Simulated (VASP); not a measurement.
# Co (Im-3m) in VASP: a series of runs

Co is run at these levels: PBEsol; tasks: single point.

All numbers are computed with VASP 6.6.1; they aren't measurements. Logs are shortened: lines on timing, memory, paths and dates and some standing lists are left out, and cuts for length are marked.

### Step 1. The cell of the first run

It takes space group Im-3m (No. 229, cubic). Conventional cell: a = 2.805 Å, b = 2.805 Å, c = 2.805 Å, α = 90.00°, β = 90.00°, γ = 90.00°. Co (site symmetry m-3m) has 14 Co at 2.43 to 2.80 Å within 3.2 Å.

This isn't the form of Co at room conditions, which is hcp.

### Step 2. Single point, PBEsol, collinear spin, ferromagnetic start

Contents of INCAR:

```
SYSTEM = Co
PREC = Accurate
ENCUT = 600
EDIFF = 1E-6
ISMEAR = 0
SIGMA = 0.1
LREAL = .FALSE.
LASPH = .TRUE.
NELM = 200
ALGO = Normal
ISIF = 2
LWAVE = .FALSE.
LCHARG = .TRUE.
ISPIN = 2
MAGMOM = 3
LORBIT = 11
LMAXMIX = 4
GGA = PS
LELF = .TRUE.
LVHAR = .TRUE.
NBANDS = 14
GGA_COMPAT = .FALSE.
```

Contents of KPOINTS:

```
Automatic mesh
0
G
  8 8 8
  0 0 0
```

Contents of POSCAR:

```
Co
1.0
   -1.4023200000      1.4023200000      1.4023200000
    1.4023200000     -1.4023200000      1.4023200000
    1.4023200000      1.4023200000     -1.4023200000
Co
1
Direct
    0.0000000000      0.0000000000      0.0000000000
```

Potentials or basis: VASP PAW PBE potentials, release 64 (Co).

On the command line:

```
cat potpaw_PBE.64/Co/POTCAR > POTCAR
mpirun -np 1 vasp_std > vasp.out
```

OUTCAR:

```text
SYSTEM = Co
   PREC = Accurate
   ENCUT = 600
   EDIFF = 1E-6
   ISMEAR = 0
   LREAL = .FALSE.
   LASPH = .TRUE.
   NELM = 200
   ISIF = 2
   ISPIN = 2
   LORBIT = 11
   GGA = PS

 ion  position               nearest neighbor table
   1  0.000  0.000  0.000-

  LATTYP: Found a body centered cubic cell.
 ALAT       =     2.8046400000

  Lattice vectors:

 A1 = (  -1.4023200000,   1.4023200000,   1.4023200000)
 A2 = (   1.4023200000,  -1.4023200000,   1.4023200000)
 A3 = (   1.4023200000,   1.4023200000,  -1.4023200000)

Analysis of symmetry for initial positions (statically):
=====================================================================
 Subroutine PRICEL returns:
 Original cell was already a primitive cell.

 Routine SETGRP: Setting up the symmetry group for a
 body centered cubic supercell.

 Subroutine GETGRP returns: Found 48 space group operations
 (whereof 48 operations were pure point group operations)
 out of a pool of 48 trial point group operations.

The static configuration has the point symmetry O_h .

Analysis of symmetry for dynamics (positions and initial velocities):
=====================================================================
 Subroutine PRICEL returns:
 Original cell was already a primitive cell.

 Routine SETGRP: Setting up the symmetry group for a
 body centered cubic supercell.

 Subroutine GETGRP returns: Found 48 space group operations
 (whereof 48 operations were pure point group operations)
 out of a pool of 48 trial point group operations.

The dynamic configuration has the point symmetry O_h .

Analysis of structural, dynamic, and magnetic symmetry:
=====================================================================
 Subroutine PRICEL returns:
 Original cell was already a primitive cell.

 Routine SETGRP: Setting up the symmetry group for a
 body centered cubic supercell.

 Subroutine GETGRP returns: Found 48 space group operations
 (whereof 48 operations were pure point group operations)
 out of a pool of 48 trial point group operations.

The overall configuration has the point symmetry O_h .

 Subroutine INISYM returns: Found 48 space group operations
 (whereof 48 operations are pure point group operations),
 and found     1 'primitive' translations

----------------------------------------------------------------------------------------

                                     Primitive cell

  volume of cell :      11.0307

  direct lattice vectors                    reciprocal lattice vectors
    -1.402320000  1.402320000  1.402320000     0.000000000  0.356552000  0.356552000
     1.402320000 -1.402320000  1.402320000     0.356552000  0.000000000  0.356552000
     1.402320000  1.402320000 -1.402320000     0.356552000  0.356552000  0.000000000

  length of vectors
     2.428889488  2.428889488  2.428889488     0.504240673  0.504240673  0.504240673

  position of ions in fractional coordinates (direct lattice)
     0.000000000  0.000000000  0.000000000

  ion indices of the primitive-cell ions
   primitive index   ion index
                 1           1

----------------------------------------------------------------------------------------

 KPOINTS: Automatic mesh

Automatic generation of k-mesh.
 Grid dimensions read from file:
 generate k-points for:    8    8    8

 Generating k-lattice:

  Cartesian coordinates                     Fractional coordinates (reciprocal lattice)
     0.000000000  0.044569000  0.044569000     0.125000000  0.000000000  0.000000000
     0.044569000  0.000000000  0.044569000     0.000000000  0.125000000  0.000000000
     0.044569000  0.044569000  0.000000000     0.000000000  0.000000000  0.125000000

  Length of vectors
     0.063030084  0.063030084  0.063030084

  Shift w.r.t. Gamma in fractional coordinates (k-lattice)
     0.000000000  0.000000000  0.000000000

 Subroutine IBZKPT returns following result:
 ===========================================

 Found     29 irreducible k-points:

 Following reciprocal coordinates:
            Coordinates               Weight
  0.000000  0.000000  0.000000      1.000000
  0.125000  0.000000  0.000000     12.000000
  0.250000  0.000000  0.000000     12.000000
  0.375000  0.000000  0.000000     12.000000
  0.500000  0.000000  0.000000      6.000000
  0.125000  0.125000  0.000000     24.000000
[... 16 lines left out ...]
 -0.250000  0.250000  0.250000      6.000000
 -0.375000  0.375000  0.250000     24.000000
 [... further k-points ...]
   k-points           NKPTS =     29   k-points in BZ     NKDIM =     29   number of bands    NBANDS=     14
   number of dos      NEDOS =    301   number of ions     NIONS =      1
   total plane-waves  NPLWV =   8000
   dimension x,y,z NGX =    20 NGY =   20 NGZ =   20
   dimension x,y,z NGXF=    40 NGYF=   40 NGZF=   40
   ions per type =               1
   NGX,Y,Z   is equivalent  to a cutoff of  13.69, 13.69, 13.69 a.u.
   NGXF,Y,Z  is equivalent  to a cutoff of  27.38, 27.38, 27.38 a.u.
 SYSTEM =  Co
   PREC   = accura    normal or accurate (medium, high low for compatibility)
   ISTART =      0    job   : 0-new  1-cont  2-samecut
   ICHARG =      2    charge: 1-file 2-atom 10-const
   ISPIN  =      2    spin polarized calculation?
   LNONCOLLINEAR =      F non collinear calculations
   LSORBIT =      F    spin-orbit coupling
   LASPH  =      T    aspherical Exc in radial PAW
   ENCUT  =  600.0 eV  44.10 Ry    6.64 a.u.   4.85  4.85  4.85*2*pi/ulx,y,z
   NELM   =    200;   NELMIN=  2; NELMDL= -5     # of ELM steps
   EDIFF  = 0.1E-05   stopping-criterion for ELM
   LREAL  =      F    real-space projection
   EDIFFG = 0.1E-04   stopping-criterion for IOM
   NSW    =      0    number of steps for IOM
   IBRION =     -1    ionic relax: 0-MD 1-quasi-New 2-CG
   NFREE  =      0    steps in history (QN), initial steepest desc. (CG)
   ISIF   =      2    stress and relaxation
   ISYM   =      2    0-nonsym 1-usesym 2-fastsym
   POTIM  = 0.5000    time-step for ionic-motion
   TEBEG  =    0.0;   TEEND  =   0.0 temperature during run
   PSTRESS=    0.0 pullay stress
   NELECT =       9.0000    total number of electrons
   NUPDOWN=      -1.0000    fix difference up-down
   EMIN   =  10.00;   EMAX   =-10.00  energy-range for DOS
   EFERMI =   0.00;   METHOD = LEGACY
   ISMEAR =     0;   SIGMA  =   0.10  broadening in eV -4-tet -1-fermi 0-gaus
   EFERMI_NEDOS =   21; number of points for ismear=-14 and -15
   IALGO  =     38    algorithm
   IMIX   =      4    mixing-type and parameters
     AMIX     =   0.40;   BMIX     =  1.00
     AMIX_MAG =   1.60;   BMIX_MAG =  1.00
  volume/ion in A,a.u.               =      11.03        74.44
  Fermi-wavevector in a.u.,A,eV,Ry     =   1.529755  2.890818 31.839678  2.340150
  Thomas-Fermi vector in A             =   2.637332
   LORBIT       =     11    0 simple, 1 ext, 2 COOP (PROOUT), +10 PAW based schemes
   GGA     = PS    functional components
   LHFCALC =     F    Hartree Fock is set to
   AEXX    =    0.0000 exact exchange contribution
   IVDW    =     0    specifies the selected vdW correction
   LEPSILON=     F    determine dielectric tensor
   LRPA    =     F    only Hartree local field effects (RPA)
 spin polarized calculation
 Gauss-broadening in eV      SIGMA  =   0.10
  energy-cutoff  :      600.00
  volume of cell :       11.03
 maximum number of plane-waves:       378
   NGX =  9   NGY =  9   NGZ =  9

 number of electron       9.0000003 magnetization       1.8080049

 Free energy of the ion-electron system (eV)
  ---------------------------------------------------
  ext. energy  EPLUGINS =         0.00000000
  ---------------------------------------------------
  free energy    TOTEN  =        -7.62995590 eV

  energy without entropy =       -7.62357906  energy(sigma->0) =       -7.62676748

 E-fermi :  10.1697     XC(G=0): -13.4862

 val. band max:       10.1415633698   @ k =   0.2500   0.1250  -0.0000
 cond. band min:      10.1972803613   @ k =   0.2500   0.0000   0.0000
 fundamental gap:      0.0557169915
 Fermi energy:        10.1696872960

 spin component 1

 k-point     1 :       0.0000    0.0000    0.0000
  band No.  band energies     occupation
      1       0.9263      1.00000
      2       7.1089      1.00000
      3       7.1089      1.00000
      4       7.1089      1.00000
      5       8.2269      1.00000
      6       8.2269      1.00000
      7      35.3301      0.00000
      8      35.3301      0.00000
      9      35.3301      0.00000
     10      40.4974      0.00000
     11      40.4974      0.00000
     12      42.2351      0.00000
     13      42.2351      0.00000
     14      42.2351      0.00000

 k-point     2 :       0.1250    0.0000    0.0000
  band No.  band energies     occupation
      1       1.5647      1.00000
      2       6.9573      1.00000
      3       7.0846      1.00000
      4       7.4187      1.00000
      5       8.1038      1.00000
      6       8.2401      1.00000
      7      31.5812      0.00000
      8      34.1284      0.00000
      9      34.8099      0.00000
     10      37.7255      0.00000
     11      38.6286      0.00000
     12      39.1735      0.00000
     13      42.5191      0.00000
     14      44.3228      0.00000
[... 343 lines left out ...]
      1       4.8259      1.00000
      2       6.5183      1.00000
      3       7.5212      1.00000
      4       7.5212      1.00000
      5       8.1871      1.00000
      6       9.4510      1.00000
      7      26.6177      0.00000
      8      26.6177      0.00000
      9      27.3644      0.00000
     10      29.6246      0.00000
     11      44.0369      0.00000
     12      44.0369      0.00000
     13      44.3840      0.00000
     14      45.2978      0.00000

 k-point    24 :      -0.3750    0.3750    0.2500
  band No.  band energies     occupation
      1       5.4153      1.00000
      2       5.9221      1.00000
      3       7.5352      1.00000
      4       7.9242      1.00000
      5       8.9665      1.00000
      6      11.5891      0.00000
      7      21.2077      0.00000
      8      24.2491      0.00000
      9      27.1619      0.00000
     10      30.6837      0.00000
     11      40.3642      0.00000
     12      42.6859      0.00000
     13      44.6302      0.00000
     14      47.0579      0.00000

 [... further k-points ...]

 spin component 2

 k-point     1 :       0.0000    0.0000    0.0000
  band No.  band energies     occupation
      1       1.0723      1.00000
      2       8.7347      1.00000
      3       8.7347      1.00000
      4       8.7347      1.00000
      5      10.4826      0.00000
      6      10.4826      0.00000
      7      35.2287      0.00000
      8      35.2287      0.00000
      9      35.2287      0.00000
     10      40.6789      0.00000
     11      40.6789      0.00000
     12      43.0517      0.00000
     13      43.0517      0.00000
     14      43.0517      0.00000

 k-point     2 :       0.1250    0.0000    0.0000
  band No.  band energies     occupation
      1       1.7147      1.00000
      2       8.5575      1.00000
      3       8.6938      1.00000
      4       9.0700      1.00000
      5      10.3197      0.01694
      6      10.4980      0.00000
      7      31.8097      0.00000
      8      34.1684      0.00000
      9      34.8615      0.00000
     10      38.3493      0.00000
     11      39.1745      0.00000
     12      39.4461      0.00000
     13      42.7461      0.00000
     14      44.6844      0.00000
[... 343 lines left out ...]
      1       5.3328      1.00000
      2       8.3931      1.00000
      3       9.1067      1.00000
      4       9.1067      1.00000
      5       9.9187      0.99981
      6      11.3685      0.00000
      7      27.1114      0.00000
      8      27.1114      0.00000
      9      27.8721      0.00000
     10      30.0185      0.00000
     11      44.3220      0.00000
     12      44.3220      0.00000
     13      44.7435      0.00000
     14      46.5605      0.00000

 k-point    24 :      -0.3750    0.3750    0.2500
  band No.  band energies     occupation
      1       6.5177      1.00000
      2       7.5917      1.00000
      3       9.1249      1.00000
      4       9.6131      1.00000
      5      10.7707      0.00000
      6      12.8160      0.00000
      7      21.8359      0.00000
      8      24.7040      0.00000
      9      27.6945      0.00000
     10      31.0932      0.00000
     11      40.9422      0.00000
     12      43.0173      0.00000
     13      45.6949      0.00000
     14      50.2915      0.00000

 [... further k-points ...]
[... 5 lines left out ...]
  --------------------------------------------------------------------------------------
  -------------------------------------------------------------------------------------
  Total       -0.6069037     -0.6069037     -0.6069037      0.0000000      0.0000000     -0.0000000
  in kB      -88.1513587    -88.1513587    -88.1513587      0.0000000      0.0000000     -0.0000000
  external PRESSURE =     -88.1513587 kB  Pullay stress =       0.0000000 kB

 VOLUME and BASIS-vectors are now :
 -----------------------------------------------------------------------------
  energy-cutoff  :      600.00
  volume of cell :       11.03
      direct lattice vectors                 reciprocal lattice vectors
    -1.402320000  1.402320000  1.402320000     0.000000000  0.356552000  0.356552000
     1.402320000 -1.402320000  1.402320000     0.356552000  0.000000000  0.356552000
     1.402320000  1.402320000 -1.402320000     0.356552000  0.356552000  0.000000000

 POSITION                                       TOTAL-FORCE (eV/Angst)
 -----------------------------------------------------------------------------------
      0.00000      0.00000      0.00000         0.000000     -0.000000      0.000000
 -----------------------------------------------------------------------------------
    total drift:                                0.000000     -0.000000      0.000000

  FREE ENERGIE OF THE ION-ELECTRON SYSTEM (eV)
  ---------------------------------------------------
  free  energy   TOTEN  =        -7.6299559021 eV

  energy  without entropy=       -7.6235790614  energy(sigma->0) =       -7.62676748

 total charge

# of ion       s       p       d       tot
------------------------------------------
    1        0.486   0.525   7.220   8.231

 magnetization (x)

# of ion       s       p       d       tot
------------------------------------------
    1       -0.001  -0.033   1.852   1.818
```

It took 7 s on 1 thread of Intel Xeon 6975P-C (Granite Rapids), shared host; peak memory 0.13 GiB.

Results:

| Quantity | Value |
| --- | --- |
| Free energy | -7.6300 eV |
| Pressure | -8.8 GPa |
| Net moment | 1.81 μB per cell |
| Site moments | Co +1.82 μB |
| Valence electrons inside the program's atomic spheres | Co 8.23 |

Caveat: the k points lie up to 0.40 Å⁻¹ apart; the PAW data sets were made with another functional, which shifts forces and pressure a little.

### Step 3. Single point, PBEsol, collinear spin, ferromagnetic start

This run uses another cell than the first one, of 10.63 Å³/atom.

Contents of INCAR:

```
ALGO     = Normal         # electronic algorithm
EDIFF    = 1E-6           # SCF threshold, eV
ENCUT    = 600            # plane-wave cutoff, eV
GGA      = PS             # functional
GGA_COMPAT= F            
ISIF     = 2              # what is computed and relaxed
ISMEAR   = 0              # smearing method
ISPIN    = 2              # spin polarisation
LASPH    = T              # aspherical terms in the spheres
LCHARG   = T              # write CHGCAR
LELF     = T              # ELF
LMAXMIX  = 4              # l up to which the mixer works
LORBIT   = 11             # projections on sites
LREAL    = F              # projectors in reciprocal space
LVHAR    = T            
LWAVE    = F              # write WAVECAR
MAGMOM   = 2.05           # initial moments
NBANDS   = 14             # bands
NELM     = 200            # most SCF steps
PREC     = Accurate       # precision mode
SIGMA    = 0.1            # smearing width, eV
```

Contents of KPOINTS:

```
k-points
0
Gamma
  8 8 8
```

Contents of POSCAR:

```
Co
1.0
   -1.3850396147      1.3850396147      1.3850396147
    1.3850396147     -1.3850396147      1.3850396147
    1.3850396147      1.3850396147     -1.3850396147
Co
1
Direct
    0.0000000000      0.0000000000      0.0000000000
```

Potentials or basis: VASP PAW PBE potentials, release 64 (Co).

On the command line:

```
cat potpaw_PBE.64/Co/POTCAR > POTCAR
mpirun -np 1 vasp_std > vasp.out
```

It took 6.4 s on 1 thread of Intel Xeon 6975P-C (Granite Rapids), shared host; peak memory 0.13 GiB.

The run converged. Its results:

```
Free energy                                           : -7.6422 eV
Pressure                                              : -0.7 GPa
Net moment                                            : 1.81 μB per cell
Site moments                                          : Co +1.81 μB
Valence electrons inside the program's atomic spheres : Co 8.30
```

Levels at points of the mesh, in eV from the Fermi level:
Spin up:
```
           k point  band 3  band 4  band 5  band 6  band 7  band 8
(0.00, 0.00, 0.00)   -3.13   -3.13   -1.93   -1.93   25.54   25.54
(0.50, 0.00, 0.00)   -1.88   -1.75   -0.55   -0.16    6.62   18.55
(0.50, 0.50, 0.50)   -0.80   -0.80   -0.80    9.60    9.60    9.60
```
Spin down:
| k point | band 1 | band 2 | band 3 | band 4 | band 5 | band 6 | band 7 |
| --- | --- | --- | --- | --- | --- | --- | --- |
| (0.00, 0.00, 0.00) | -9.30 | -1.50 | -1.50 | -1.50 | 0.32 | 0.32 | 25.46 |
| (0.50, 0.00, 0.00) | -4.57 | -2.70 | -0.04 | 0.22 | 0.55 | 1.33 | 7.73 |
| (0.50, 0.50, 0.50) | -4.01 | -4.01 | 1.05 | 1.05 | 1.05 | 9.83 | 9.83 |

Caveat: the k points lie up to 0.40 Å⁻¹ apart; the PAW data sets were made with another functional, which shifts forces and pressure a little.
